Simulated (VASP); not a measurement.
A run of VASP 6.6.1:

Contents of INCAR:

```
ALGO = Fast ; EDIFF = 1E-6
ENCUT = 520 ; GGA = PE
ISIF = 2 ; ISMEAR = 0
LASPH = T ; LCHARG = T
LELF = T ; LREAL = F
LVHAR = T ; LWAVE = F
NBANDS = 18 ; NELM = 60
PREC = Accurate ; SIGMA = 0.05
```

Contents of KPOINTS:

```
k-points
0
Gamma
  6 6 6
```

POSCAR

```
ZnCu
1.0
    2.9547841250      0.0000000000      0.0000000000
    0.0000000000      2.9547841250      0.0000000000
    0.0000000000      0.0000000000      2.9547841250
Zn Cu
1 1
Direct
    0.5000000000      0.5000000000      0.5000000000
    0.0000000000      0.0000000000      0.0000000000
```

Potentials or basis: VASP PAW PBE potentials, release 64 (Zn, Cu).

Run with:

```bash
$ cat potpaw_PBE.64/Zn/POTCAR potpaw_PBE.64/Cu/POTCAR > POTCAR
$ mpirun -np 1 vasp_std > vasp.out
```

Hardware: 1 thread of Intel(R) Xeon(R) 6975P-C (Granite Rapids), with other jobs on the host.

Q: How long does it take, and how much memory?

A: Run time: 4.8 s on 1 thread of Intel(R) Xeon(R) 6975P-C (Granite Rapids), with other jobs on the host, peak memory 0.14 GiB. Counts: scf iterations 16, k points 20.
